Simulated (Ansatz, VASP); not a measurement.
**Fe: VASP beside Ansatz**

File INCAR:

```
SYSTEM = Fe
  PREC = Accurate
  ENCUT = 690
  EDIFF = 1E-6
  ISMEAR = 0
  SIGMA = 0.1
  LREAL = .FALSE.
  LASPH = .TRUE.
  NELM = 200
  ALGO = Normal
  ISIF = 2
  LWAVE = .FALSE.
  LCHARG = .FALSE.
  ISPIN = 2
  MAGMOM = 4
  LORBIT = 11
  LMAXMIX = 4
  GGA = PS
  NBANDS = 18
  GGA_COMPAT = .FALSE.
```

Contents of KPOINTS:

```
Automatic mesh
0
G
  9 9 8
  0 0 0
```

Contents of POSCAR:

```
Fe
1.0
    2.4517979394      0.0000000000      0.0000000000
   -1.2258989697      2.1233193005      0.0000000000
    0.0000000000      0.0000000000      2.2908986996
Fe
1
Direct
    0.0000000000      0.0000000000      0.0000000000
```

Input for Ansatz:

```yaml
crystal:
  lattice:
    - [2.4517979394, 0.0, 0.0]
    - [-1.2258989697, 2.1233193005, 0.0]
    - [0.0, 0.0, 2.2908986996]
  atoms:
    - { symbol: Fe, position: [0.0, 0.0, 0.0], spin: 4.0 }
basis:
  ecutwfc: 420
kpoints:
  mp_grid: { grid: [9, 9, 8] }
hamiltonian:
  xc: pbesol
scf:
  occupations: { method: gaussian, width: 0.1 }
  lower_state_search: "off"
output:
  forces: true
  stress: true
  eigenvalues: true
  populations: true
magnetization:
  spin_polarized: true
```

Alike in both runs: task single point; functional PBEsol; k mesh 9 × 9 × 8; occupations gaussian, width 0.1 eV; collinear spin.

|  | VASP | Ansatz |
| --- | --- | --- |
| version | VASP 6.6.1 | Ansatz 0.2.0 |
| potentials or method | VASP PAW PBE potentials, release 64 (Fe_sv), cutoff 690 eV | scalar-relativistic, plane waves, PAW |
| valence electrons in the cell | 16 | 16 |

|  | VASP | Ansatz | Ansatz less VASP |
| --- | --- | --- | --- |
| gap on the k mesh at the Fermi level (eV) | none | none | - |
| pressure (GPa) | -5.4 | -3.8 | +1.53 |
| traceless stress, the component that is largest in VASP (GPa) | 10.58 | 10.58 | 0.000 |
| net moment per atom (μB) | 2.09 | 2.08 | -0.005 |
| size of the moment on the site where the two differ most (μB) | 2.03 | 2.05 | +0.018 |

VASP's potentials were made for PBE, not for PBEsol. Site moments also hang on the region over which each program counts them. A gap of «none» marks a metal or a gap that the smearing closes.
